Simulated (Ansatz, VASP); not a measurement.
# Ge2P3 in VASP and in Ansatz

```
Ge P
1.0
     3.43075    0.00000    0.00000
    -1.71538    2.97112    0.00000
     0.00000    0.00000    9.47045
Ge P
2 3
Direct
  0.33333 0.66667 0.16181
  0.66667 0.33333 0.83819
  0.00000 0.00000 0.00000
  0.33333 0.66667 0.56414
  0.66667 0.33333 0.43586
```

Alike in both runs: functional r2SCAN; k mesh 12 × 12 × 6; occupations gaussian, width 0.1 eV; no spin polarisation.

Ansatz relaxed the structure, and its values are those at the end. VASP's run is a single point on that final structure, the one shown.

|  | VASP | Ansatz |
| --- | --- | --- |
| version | VASP 6.6.1 | Ansatz 0.2.0 |
| potentials or method | VASP PAW PBE potentials, release 64 (Ge_d, P), cutoff 520 eV | scalar-relativistic, plane waves, PAW |
| valence electrons in the cell | 43 | 43 |

|  | VASP | Ansatz | Ansatz less VASP |
| --- | --- | --- | --- |
| gap on the k mesh at the Fermi level (eV) | none | none | - |
| pressure (GPa) | -0.3 | 0.0 | +0.25 |
| rms of the force components (eV/Å) | 0.030 | 0.000 | -0.0294 |

VASP's potentials were made for PBE, not for r2SCAN. A gap of «none» marks a metal or a gap that the smearing closes.
